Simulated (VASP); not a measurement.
Input of a VASP 6.6.1 run:

INCAR

```
SYSTEM = CuO
ALGO     = Normal         ! electronic algorithm
EDIFF    = 1E-6           ! SCF threshold, eV
ENCUT    = 520            ! plane-wave cutoff, eV
ISIF     = 2              ! what is computed and relaxed
ISMEAR   = 0              ! smearing method
ISPIN    = 2              ! spin polarisation
LASPH    = .True.         ! aspherical terms in the spheres
LCHARG   = .False.        ! write CHGCAR
LMAXMIX  = 4              ! l up to which the mixer works
LORBIT   = 11             ! projections on sites
LREAL    = .False.        ! projectors in reciprocal space
LWAVE    = .False.        ! write WAVECAR
MAGMOM   = 0.46 0.25      ! initial moments
NBANDS   = 20             ! bands
NELECT   = 16.0         
NELM     = 150            ! most SCF steps
PREC     = Accurate       ! precision mode
SIGMA    = 0.1            ! smearing width, eV
```

The input KPOINTS:

```
k-points
0
Gamma
  6 6 6
  0 0 0
```

File POSCAR:

```
CuO
1.0
    0.0000000000      2.1165600000      2.1165600000
    2.1165600000      0.0000000000      2.1165600000
    2.1165600000      2.1165600000      0.0000000000
Cu O
1 1
Direct
    0.0000000000      0.0000000000      0.0000000000
    0.5000000000      0.5000000000      0.5000000000
```

Potentials or basis: VASP PAW LDA potentials, release 64 (Cu, O).

Command:

```console
$ cat potpaw_LDA.64/Cu/POTCAR potpaw_LDA.64/O/POTCAR > POTCAR
$ mpirun -np 1 vasp_std > vasp.out
```

Q: What does it give for the net moment?

A: 0.00 μB per cell.

Caveat: the k points lie up to 0.43 Å⁻¹ apart; the cell carries a net charge on a neutralising background, which shifts energy and pressure.
